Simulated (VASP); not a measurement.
# Ti3AlC2 (P6_3/mmc) in VASP: single point with LDA

Aim: the single point of Ti3AlC2 with LDA.

All numbers are computed with VASP 6.6.1; they aren't measurements. Logs are shortened: lines on timing, memory, paths and dates and some standing lists are left out, and cuts for length are marked.

## Step 1: The cell of the first run

It takes space group P6_3/mmc (No. 194, hexagonal). The conventional cell has a = 3.028 Å, b = 3.028 Å, c = 18.345 Å, α = 90.00°, β = 90.00°, γ = 120.00°. Within 2.9 Å of Ti (site symmetry -3m) lie 6 C at 2.16 Å. Ti (site symmetry 3m) has 3 C at 2.05 Å within 2.7 Å. Within 3.8 Å of Al (site symmetry -6m2) lie 6 Ti at 2.85 Å and 6 Al at 3.03 Å and 6 C at 3.75 Å. C (site symmetry 3m) has 6 Ti at 2.05 to 2.16 Å within 2.7 Å.

## Step 2: Single point, LDA

File INCAR:

```
ALGO     = Normal         # electronic algorithm
EDIFF    = 1E-6           # SCF threshold, eV
ENCUT    = 520            # plane-wave cutoff, eV
ISIF     = 2              # what is computed and relaxed
ISMEAR   = -1             # smearing method
LASPH    = T              # aspherical terms in the spheres
LCHARG   = F              # write CHGCAR
LREAL    = F              # projectors in reciprocal space
LWAVE    = F              # write WAVECAR
NBANDS   = 59             # bands
NELM     = 100            # most SCF steps
PREC     = Accurate       # precision mode
SIGMA    = 0.15           # smearing width, eV
```

File KPOINTS:

```
k-points
0
Gamma
  12 12 2
```

File POSCAR:

```
Ti3AlC2
1.0
    3.0277174555      0.0000000000      0.0000000000
   -1.5138587278      2.6220802319      0.0000000000
    0.0000000000      0.0000000000     18.3453082761
Ti Al C
6 2 4
Direct
    0.0000000000      0.0000000000      0.0000000000
    0.0000000000      0.0000000000      0.5000000000
    0.3333333333      0.6666666667      0.1271074035
    0.6666666667      0.3333333333      0.6271074035
    0.3333333333      0.6666666667      0.3728925965
    0.6666666667      0.3333333333      0.8728925965
    0.0000000000      0.0000000000      0.2500000000
    0.0000000000      0.0000000000      0.7500000000
    0.3333333333      0.6666666667      0.5692542127
    0.6666666667      0.3333333333      0.0692542127
    0.3333333333      0.6666666667      0.9307457873
    0.6666666667      0.3333333333      0.4307457873
```

Potentials or basis: VASP PAW LDA potentials, release 64 (Ti_sv, Al, C).

Launch:

```bash
$ cat potpaw_LDA.64/Ti_sv/POTCAR potpaw_LDA.64/Al/POTCAR potpaw_LDA.64/C/POTCAR > POTCAR
$ mpirun -np 1 vasp_std > vasp.out
```

OUTCAR:

```text
EDIFF = 1E-6
   ENCUT = 520
   ISIF = 2
   ISMEAR = -1
   LASPH = T
   LREAL = F
   NELM = 100
   PREC = Accurate

 ion  position               nearest neighbor table
   1  0.000  0.000  0.000-  10 2.16  11 2.16  11 2.16  10 2.16  10 2.16  11 2.16   3 2.91   6 2.91
                             3 2.91   6 2.91   3 2.91   6 2.91
   2  0.000  0.000  0.500-   9 2.16  12 2.16   9 2.16  12 2.16  12 2.16   9 2.16   4 2.91   5 2.91
                             5 2.91   4 2.91   5 2.91   4 2.91
   3  0.333  0.667  0.127-  10 2.05  10 2.05  10 2.05   7 2.85   7 2.85   7 2.85   1 2.91   1 2.91
                             1 2.91
   4  0.667  0.333  0.627-   9 2.05   9 2.05   9 2.05   8 2.85   8 2.85   8 2.85   2 2.91   2 2.91
                             2 2.91
   5  0.333  0.667  0.373-  12 2.05  12 2.05  12 2.05   7 2.85   7 2.85   7 2.85   2 2.91   2 2.91
                             2 2.91
   6  0.667  0.333  0.873-  11 2.05  11 2.05  11 2.05   8 2.85   8 2.85   8 2.85   1 2.91   1 2.91
                             1 2.91
   7  0.000  0.000  0.250-   3 2.85   5 2.85   3 2.85   5 2.85   3 2.85   5 2.85
   8  0.000  0.000  0.750-   4 2.85   6 2.85   4 2.85   6 2.85   4 2.85   6 2.85
   9  0.333  0.667  0.569-   4 2.05   4 2.05   4 2.05   2 2.16   2 2.16   2 2.16
  10  0.667  0.333  0.069-   3 2.05   3 2.05   3 2.05   1 2.16   1 2.16   1 2.16
  11  0.333  0.667  0.931-   6 2.05   6 2.05   6 2.05   1 2.16   1 2.16   1 2.16
  12  0.667  0.333  0.431-   5 2.05   5 2.05   5 2.05   2 2.16   2 2.16   2 2.16

  LATTYP: Found a hexagonal cell.
 ALAT       =     3.0277174555
 C/A-ratio  =     6.0591216141

  Lattice vectors:

 A1 = (   3.0277174555,   0.0000000000,   0.0000000000)
 A2 = (  -1.5138587278,   2.6220802319,   0.0000000000)
 A3 = (   0.0000000000,   0.0000000000,  18.3453082761)

Analysis of symmetry for initial positions (statically):
=====================================================================
 Subroutine PRICEL returns:
 Original cell was already a primitive cell.

 Routine SETGRP: Setting up the symmetry group for a
 hexagonal supercell.

 Subroutine GETGRP returns: Found 24 space group operations
 (whereof 12 operations were pure point group operations)
 out of a pool of 24 trial point group operations.

The static configuration has the point symmetry D_3d.
 The point group associated with its full space group is D_6h.

Analysis of symmetry for dynamics (positions and initial velocities):
=====================================================================
 Subroutine PRICEL returns:
 Original cell was already a primitive cell.

 Routine SETGRP: Setting up the symmetry group for a
 hexagonal supercell.

 Subroutine GETGRP returns: Found 24 space group operations
 (whereof 12 operations were pure point group operations)
 out of a pool of 24 trial point group operations.

[... 133 lines left out ...]
   NUPDOWN=      -1.0000    fix difference up-down
   EMIN   =  10.00;   EMAX   =-10.00  energy-range for DOS
   EFERMI =   0.00;   METHOD = LEGACY
   ISMEAR =    -1;   SIGMA  =   0.15  broadening in eV -4-tet -1-fermi 0-gaus
   EFERMI_NEDOS =   21; number of points for ismear=-14 and -15
   IALGO  =     38    algorithm
   IMIX   =      4    mixing-type and parameters
     AMIX     =   0.40;   BMIX     =  1.00
     AMIX_MAG =   1.60;   BMIX_MAG =  1.00
  volume/ion in A,a.u.               =      12.14        81.90
  Fermi-wavevector in a.u.,A,eV,Ry     =   1.414779  2.673545 27.233424  2.001600
  Thomas-Fermi vector in A             =   2.536286
   LORBIT       =      0    0 simple, 1 ext, 2 COOP (PROOUT), +10 PAW based schemes
   GGA     = CA    functional components
   LHFCALC =     F    Hartree Fock is set to
   AEXX    =    0.0000 exact exchange contribution
   IVDW    =     0    specifies the selected vdW correction
   LEPSILON=     F    determine dielectric tensor
   LRPA    =     F    only Hartree local field effects (RPA)
 non-spin polarized calculation
  energy-cutoff  :      520.00
  volume of cell :      145.64
 maximum number of plane-waves:      3968
 NGX is ok and might be reduce to    24
   NGX = 11   NGY = 11   NGZ = 69

 number of electron      94.0000010 magnetization

 Free energy of the ion-electron system (eV)
  ---------------------------------------------------
  ext. energy  EPLUGINS =         0.00000000
  ---------------------------------------------------
  free energy    TOTEN  =      -110.48602054 eV

  energy without entropy =     -110.19099642  energy(sigma->0) =     -110.33850848

 E-fermi :   8.6398     XC(G=0): -12.1696

 val. band max:        8.6381234653   @ k =   0.2500   0.0833   0.5000
 cond. band min:       8.6475297838   @ k =   0.1667  -0.0000   0.0000
 fundamental gap:      0.0094063185
 Fermi energy:         8.6398212804

 k-point     1 :       0.0000    0.0000    0.0000
  band No.  band energies     occupation
      1     -47.1087      2.00000
      2     -47.1087      2.00000
      3     -47.0524      2.00000
      4     -47.0523      2.00000
      5     -47.0074      2.00000
      6     -47.0074      2.00000
[... 1477 lines left out ...]
     58      11.3990      0.00000
     59      11.6144      0.00000

 [... further k-points ...]
[... 5 lines left out ...]
  --------------------------------------------------------------------------------------
  -------------------------------------------------------------------------------------
  Total        0.4447753      0.4447753      0.4245965     -0.0000000     -0.0000000      0.0000000
  in kB        4.8928840      4.8928840      4.6709009     -0.0000000     -0.0000000      0.0000000
  external PRESSURE =       4.8188896 kB  Pullay stress =       0.0000000 kB

 VOLUME and BASIS-vectors are now :
 -----------------------------------------------------------------------------
  energy-cutoff  :      520.00
  volume of cell :      145.64
      direct lattice vectors                 reciprocal lattice vectors
     3.027717455  0.000000000  0.000000000     0.330281810  0.190688292  0.000000000
    -1.513858728  2.622080232  0.000000000     0.000000000  0.381376583  0.000000000
     0.000000000  0.000000000 18.345308276     0.000000000  0.000000000  0.054509850

 POSITION                                       TOTAL-FORCE (eV/Angst)
 -----------------------------------------------------------------------------------
      0.00000      0.00000      0.00000        -0.000000     -0.000000      0.000000
      0.00000      0.00000      9.17265        -0.000000     -0.000000      0.000000
     -0.00000      1.74805      2.33182         0.000000     -0.000000      0.047948
      1.51386      0.87403     11.50448        -0.000000      0.000000      0.047948
     -0.00000      1.74805      6.84083         0.000000     -0.000000     -0.047948
      1.51386      0.87403     16.01348        -0.000000      0.000000     -0.047948
      0.00000      0.00000      4.58633        -0.000000     -0.000000     -0.000000
      0.00000      0.00000     13.75898        -0.000000     -0.000000     -0.000000
     -0.00000      1.74805     10.44314         0.000000      0.000000     -0.013034
      1.51386      0.87403      1.27049        -0.000000     -0.000000     -0.013034
     -0.00000      1.74805     17.07482         0.000000     -0.000000      0.013034
      1.51386      0.87403      7.90216         0.000000     -0.000000      0.013034
 -----------------------------------------------------------------------------------
    total drift:                                0.000000      0.000000      0.000000

  FREE ENERGIE OF THE ION-ELECTRON SYSTEM (eV)
  ---------------------------------------------------
  free  energy   TOTEN  =      -110.4860205369 eV

  energy  without entropy=     -110.1909964167  energy(sigma->0) =     -110.33850848
```

It took 4.8 min on 1 thread of Intel Xeon Platinum 8488C (Sapphire Rapids), shared host; peak memory 0.38 GiB.

Results:

* Free energy: -110.4860 eV
* Pressure: 0.5 GPa
* Largest force: 0.048 eV/Å
* Band gap on the k mesh: zero (band 47 reaches 9.37 eV, above the bottom of band 48 at 7.80 eV)

Forces on the atoms (eV/Å):
```
Ti   0.000  0.000  0.000
Ti   0.000  0.000  0.000
Ti   0.000  0.000  0.048
Ti   0.000  0.000  0.048
Ti   0.000  0.000 -0.048
Ti   0.000  0.000 -0.048
Al   0.000  0.000  0.000
Al   0.000  0.000  0.000
C    0.000  0.000 -0.013
C    0.000  0.000 -0.013
C    0.000  0.000  0.013
C    0.000  0.000  0.013
```

Levels at points of the mesh, in eV from the Fermi level:
| k point | band 45 | band 46 | band 47 | band 48 | band 49 | band 50 | band 51 | band 52 |
| --- | --- | --- | --- | --- | --- | --- | --- | --- |
| (0.00, 0.00, 0.00) | 0.63 | 0.73 | 0.73 | 0.74 | 0.74 | 0.75 | 1.86 | 1.86 |
| (0.50, 0.00, 0.00) | -1.58 | -1.57 | -0.72 | -0.72 | 1.63 | 1.96 | 1.99 | 2.52 |
| (0.00, 0.00, 0.50) | 0.69 | 0.69 | 0.73 | 0.73 | 0.73 | 0.73 | 1.86 | 1.86 |
| (0.50, 0.00, 0.50) | -1.57 | -1.57 | -0.72 | -0.72 | 1.71 | 1.71 | 2.36 | 2.36 |
